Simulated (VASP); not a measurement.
# YB6 (Pm-3m) in VASP: further runs

Runs on YB6. Level: LDA. Tasks: single point.

Program: VASP 6.6.1. These are calculated values, not measurements. Logs are shortened: lines on timing, memory, paths and dates and some standing lists are left out, and cuts for length are marked.

### 1 The cell of the first run

Symmetry: Pm-3m, No. 221, cubic system. The conventional cell has a = 4.029 Å, b = 4.029 Å, c = 4.029 Å, α = 90.00°, β = 90.00°, γ = 90.00°. Y (site symmetry m-3m) has 24 B at 2.97 Å within 3.9 Å. B (site symmetry 4mm) has 5 B at 1.67 Å within 2.2 Å.

### 2 Single point, LDA

Input file INCAR:

```
SYSTEM = YB6
ALGO     = Normal         ! electronic algorithm
EDIFF    = 1E-6           ! SCF threshold, eV
ENCUT    = 520            ! plane-wave cutoff, eV
ISIF     = 2              ! what is computed and relaxed
ISMEAR   = 1              ! smearing method
LASPH    = .TRUE.         ! aspherical terms in the spheres
LCHARG   = .FALSE.        ! write CHGCAR
LREAL    = .FALSE.        ! projectors in reciprocal space
LWAVE    = .FALSE.        ! write WAVECAR
NBANDS   = 24             ! bands
NELM     = 80             ! most SCF steps
PREC     = Accurate       ! precision mode
SIGMA    = 0.15           ! smearing width, eV
```

Input file KPOINTS:

```
k-points
0
G
  7 7 7
  0 0 0
```

Input file POSCAR:

```
YB6
1.0
    4.0290376651      0.0000000000      0.0000000000
    0.0000000000      4.0290376651      0.0000000000
    0.0000000000      0.0000000000      4.0290376651
Y B
1 6
Direct
    0.0000000000      0.0000000000      0.0000000000
    0.2070000000      0.5000000000      0.5000000000
    0.5000000000      0.2070000000      0.5000000000
    0.7930000000      0.5000000000      0.5000000000
    0.5000000000      0.7930000000      0.5000000000
    0.5000000000      0.5000000000      0.2070000000
    0.5000000000      0.5000000000      0.7930000000
```

Potentials or basis: VASP PAW LDA potentials, release 64 (Y_sv, B).

Started as:

```
$ cat potpaw_LDA.64/Y_sv/POTCAR potpaw_LDA.64/B/POTCAR > POTCAR
$ mpirun -np 1 vasp_std > vasp.out
```

OUTCAR:

```text
SYSTEM = YB6
   EDIFF = 1E-6
   ENCUT = 520
   ISIF = 2
   ISMEAR = 1
   LASPH = .TRUE.
   LREAL = .FALSE.
   NELM = 80
   PREC = Accurate

 ion  position               nearest neighbor table
   1  0.000  0.000  0.000-   6 2.97   7 2.97   6 2.97   7 2.97   6 2.97   7 2.97   6 2.97   7 2.97
                             4 2.97   5 2.97   2 2.97   4 2.97   4 2.97   5 2.97   2 2.97   4 2.97
   2  0.207  0.500  0.500-   4 1.67   3 1.67   5 1.67   6 1.67   7 1.67   1 2.97   1 2.97   1 2.97
                             1 2.97
   3  0.500  0.207  0.500-   5 1.67   4 1.67   2 1.67   6 1.67   7 1.67   1 2.97   1 2.97   1 2.97
                             1 2.97
   4  0.793  0.500  0.500-   2 1.67   3 1.67   5 1.67   6 1.67   7 1.67   1 2.97   1 2.97   1 2.97
                             1 2.97
   5  0.500  0.793  0.500-   3 1.67   2 1.67   4 1.67   6 1.67   7 1.67   1 2.97   1 2.97   1 2.97
                             1 2.97
   6  0.500  0.500  0.207-   7 1.67   3 1.67   4 1.67   5 1.67   2 1.67   1 2.97   1 2.97   1 2.97
                             1 2.97
   7  0.500  0.500  0.793-   6 1.67   3 1.67   4 1.67   5 1.67   2 1.67   1 2.97   1 2.97   1 2.97
                             1 2.97

  LATTYP: Found a simple cubic cell.
 ALAT       =     4.0290376651

  Lattice vectors:

 A1 = (   4.0290376651,   0.0000000000,   0.0000000000)
 A2 = (   0.0000000000,   4.0290376651,   0.0000000000)
 A3 = (   0.0000000000,   0.0000000000,   4.0290376651)

Analysis of symmetry for initial positions (statically):
=====================================================================
 Subroutine PRICEL returns:
 Original cell was already a primitive cell.

 Routine SETGRP: Setting up the symmetry group for a
 simple cubic supercell.

 Subroutine GETGRP returns: Found 48 space group operations
 (whereof 48 operations were pure point group operations)
 out of a pool of 48 trial point group operations.

The static configuration has the point symmetry O_h .

Analysis of symmetry for dynamics (positions and initial velocities):
=====================================================================
 Subroutine PRICEL returns:
 Original cell was already a primitive cell.

 Routine SETGRP: Setting up the symmetry group for a
 simple cubic supercell.

 Subroutine GETGRP returns: Found 48 space group operations
 (whereof 48 operations were pure point group operations)
 out of a pool of 48 trial point group operations.

The dynamic configuration has the point symmetry O_h .

 Subroutine INISYM returns: Found 48 space group operations
 (whereof 48 operations are pure point group operations),
 and found     1 'primitive' translations

----------------------------------------------------------------------------------------

                                     Primitive cell

[... 107 lines left out ...]
   NUPDOWN=      -1.0000    fix difference up-down
   EMIN   =  10.00;   EMAX   =-10.00  energy-range for DOS
   EFERMI =   0.00;   METHOD = LEGACY
   ISMEAR =     1;   SIGMA  =   0.15  broadening in eV -4-tet -1-fermi 0-gaus
   EFERMI_NEDOS =   21; number of points for ismear=-14 and -15
   IALGO  =     38    algorithm
   IMIX   =      4    mixing-type and parameters
     AMIX     =   0.40;   BMIX     =  1.00
     AMIX_MAG =   1.60;   BMIX_MAG =  1.00
  volume/ion in A,a.u.               =       9.34        63.05
  Fermi-wavevector in a.u.,A,eV,Ry     =   1.248359  2.359056 21.203322  1.558400
  Thomas-Fermi vector in A             =   2.382449
   LORBIT       =      0    0 simple, 1 ext, 2 COOP (PROOUT), +10 PAW based schemes
   GGA     = CA    functional components
   LHFCALC =     F    Hartree Fock is set to
   AEXX    =    0.0000 exact exchange contribution
   IVDW    =     0    specifies the selected vdW correction
   LEPSILON=     F    determine dielectric tensor
   LRPA    =     F    only Hartree local field effects (RPA)
 non-spin polarized calculation
 Methfessel and Paxton  Order N= 1 SIGMA  =   0.15
  energy-cutoff  :      520.00
  volume of cell :       65.40
 maximum number of plane-waves:      1791
 NGX is ok and might be reduce to    30
   NGX = 15   NGY = 15   NGZ = 15

 number of electron      29.0000000 magnetization

 Free energy of the ion-electron system (eV)
  ---------------------------------------------------
  ext. energy  EPLUGINS =         0.00000000
  ---------------------------------------------------
  free energy    TOTEN  =       -54.35149310 eV

  energy without entropy =      -54.34477500  energy(sigma->0) =      -54.34925374

 E-fermi :   6.9597     XC(G=0): -11.5281

 val. band max:        6.8690720397   @ k =   0.2857   0.2857   0.0000
 cond. band min:       6.9639393102   @ k =   0.1429   0.1429   0.0000
 fundamental gap:      0.0948672705
 Fermi energy:         6.9597355053

 k-point     1 :       0.0000    0.0000    0.0000
  band No.  band energies     occupation
      1     -36.9312      2.00000
      2     -17.0001      2.00000
      3     -17.0001      2.00000
      4     -17.0001      2.00000
      5      -9.8379      2.00000
      6      -2.1160      2.00000
[... 529 lines left out ...]
     23      13.3363      0.00000
     24      13.3363      0.00000

------------------------ aborting loop because EDIFF is reached ----------------------------------------

  FORCE on cell =-STRESS in cart. coord.  units (eV):
  Direction    XX          YY          ZZ          XY          YZ          ZX
  --------------------------------------------------------------------------------------
  -------------------------------------------------------------------------------------
  Total        2.0592338      2.0592338      2.0592338     -0.0000000     -0.0000000      0.0000000
  in kB       50.4443191     50.4443191     50.4443191     -0.0000000     -0.0000000      0.0000000
  external PRESSURE =      50.4443191 kB  Pullay stress =       0.0000000 kB

 VOLUME and BASIS-vectors are now :
 -----------------------------------------------------------------------------
  energy-cutoff  :      520.00
  volume of cell :       65.40
      direct lattice vectors                 reciprocal lattice vectors
     4.029037665  0.000000000  0.000000000     0.248198226  0.000000000  0.000000000
     0.000000000  4.029037665  0.000000000     0.000000000  0.248198226  0.000000000
     0.000000000  0.000000000  4.029037665     0.000000000  0.000000000  0.248198226

 POSITION                                       TOTAL-FORCE (eV/Angst)
 -----------------------------------------------------------------------------------
      0.00000      0.00000      0.00000        -0.000000      0.000000      0.000000
      0.83401      2.01452      2.01452        -2.554945     -0.000000      0.000000
      2.01452      0.83401      2.01452        -0.000000     -2.554945      0.000000
      3.19503      2.01452      2.01452         2.554945      0.000000      0.000000
      2.01452      3.19503      2.01452        -0.000000      2.554945      0.000000
      2.01452      2.01452      0.83401        -0.000000     -0.000000     -2.554945
      2.01452      2.01452      3.19503        -0.000000     -0.000000      2.554945
 -----------------------------------------------------------------------------------
    total drift:                                0.000000     -0.000000     -0.000000

  FREE ENERGIE OF THE ION-ELECTRON SYSTEM (eV)
  ---------------------------------------------------
  free  energy   TOTEN  =       -54.3514931029 eV

  energy  without entropy=      -54.3447750034  energy(sigma->0) =      -54.34925374
```

stdout:

```text
POSCAR found type information on POSCAR Y B
 POSCAR found :  2 types and       7 ions
 scaLAPACK will be used
 LDA part: xc-table for (Slater(with rela. corr.)+CA(PZ))
 , standard interpolation
 POSCAR, INCAR and KPOINTS ok, starting setup
 FFT: planning ... GRIDC
 FFT: planning ... GRID_SOFT
 FFT: planning ... GRID
 WAVECAR not read
 entering main loop
```

Wall time 39 s (1 thread of Intel Xeon Platinum 8375C at 2.90GHz (Ice Lake), shared host); peak memory 0.17 GiB.

Results:

```yaml
Free_energy: -54.3515 eV
Pressure: 5.0 GPa
Largest_force: 2.555 eV/Å
```

Forces in eV/Å, atoms in the order of the input:
```
Y    0.000  0.000  0.000
B   -2.555  0.000  0.000
B    0.000 -2.555  0.000
B    2.555  0.000  0.000
B    0.000  2.555  0.000
B    0.000  0.000 -2.555
B    0.000  0.000  2.555
```

Caveat: forces of over 1 eV/Å act on the atoms, so gaps and moduli don't describe the material at rest.

### 3 Single point, LDA

This run uses another cell than the first one, of 9.64 Å³/atom, 1.032 times its volume.

Input file INCAR:

```
PREC = Accurate ; ENCUT = 520
EDIFF = 1E-6 ; ISMEAR = 1
SIGMA = 0.15 ; LREAL = F
LASPH = T ; NELM = 80
ALGO = Normal ; ISIF = 2
LWAVE = F ; LCHARG = T
GGA = CA ; LELF = T
LVHAR = T ; NBANDS = 24
```

Input file KPOINTS:

```
Automatic mesh
0
Gamma
  7 7 7
```

POSCAR, as its differences from that of step 2:

```diff
@@ -2,5 +2,5 @@
 1.0
-    4.0290376651      0.0000000000      0.0000000000
-    0.0000000000      4.0290376651      0.0000000000
-    0.0000000000      0.0000000000      4.0290376651
+    4.0714517048      0.0000000000      0.0000000000
+    0.0000000000      4.0714517048      0.0000000000
+    0.0000000000      0.0000000000      4.0714517048
 Y B
```

Potentials or basis: VASP PAW LDA potentials, release 64 (Y_sv, B).

Started as:

```
$ cat potpaw_LDA.64/Y_sv/POTCAR potpaw_LDA.64/B/POTCAR > POTCAR
$ mpirun -np 1 vasp_std > vasp.out
```

Wall time 45 s (1 thread of Intel Xeon Platinum 8375C at 2.90GHz (Ice Lake), shared host); peak memory 0.17 GiB.

Results (log left out):

```yaml
Free_energy: -54.3785 eV
Pressure: -1.0 GPa
Largest_force: 2.255 eV/Å
```

Forces in eV/Å, atoms in the order of the input:
```
Y    0.000  0.000  0.000
B   -2.255  0.000  0.000
B    0.000 -2.255  0.000
B    2.255  0.000  0.000
B    0.000  2.255  0.000
B    0.000  0.000 -2.255
B    0.000  0.000  2.255
```

Levels at points of the mesh, in eV from the Fermi level:
```
           k point  band 10  band 11  band 12  band 13  band 14  band 15  band 16  band 17  band 18  band 19
(0.00, 0.00, 0.00)    -6.78    -6.78    -2.40    -2.40    -2.40     1.02     1.02     1.37     1.37     1.37
```

Caveat: forces of over 1 eV/Å act on the atoms, so gaps and moduli don't describe the material at rest.
